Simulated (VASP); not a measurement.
Here is a VASP 6.6.1 calculation.

Contents of INCAR:

```
SYSTEM = Sn2Bi2S
ALGO = Normal
EDIFF = 1E-7
ENCUT = 520
GGA = PE
ISIF = 2
ISMEAR = 0
LASPH = .TRUE.
LCHARG = .TRUE.
LELF = .TRUE.
LREAL = .FALSE.
LVHAR = .TRUE.
LWAVE = .FALSE.
NBANDS = 40
NELM = 60
PREC = Accurate
SIGMA = 0.1
```

File KPOINTS:

```
k-points
0
G
  6 6 2
  0 0 0
```

POSCAR

```
Sn2Bi2S
1.0
    4.7460907500      0.0000000000      0.0000000000
   -2.3730453800      4.1102351600      0.0000000000
    0.0000000000      0.0000000000      7.8836135000
Sn Bi S
2 2 1
Direct
    0.3333333300      0.6666666700      0.6308000100
    0.6666666700      0.3333333300      0.3691999900
    0.3333333300      0.6666666700      0.2508000100
    0.6666666700      0.3333333300      0.7491999900
    0.0000000000      0.0000000000      0.0000000000
```

Potentials or basis: VASP PAW PBE potentials, release 64 (Sn_d, Bi_d, S).

The run is started by

```bash
$ cat potpaw_PBE.64/Sn_d/POTCAR potpaw_PBE.64/Bi_d/POTCAR potpaw_PBE.64/S/POTCAR > POTCAR
$ mpirun -np 1 vasp_std > vasp.out
```

(1) Predict the band gap on the k mesh.

(2) What does it give for the largest force?

(3) What does it give for the pressure?

## Answers

(1) zero (bands 32 and 33 overlap by 0.82 eV).

(2) 2.451 eV/Å.

(3) 5.4 GPa.

Caveat: the k points lie up to 0.40 Å⁻¹ apart, too coarse for converged energies and pressures of a metal; spin-orbit coupling is left out, which moves the levels of the heavy elements; forces of over 1 eV/Å act on the atoms, so gaps and moduli don't describe the material at rest.
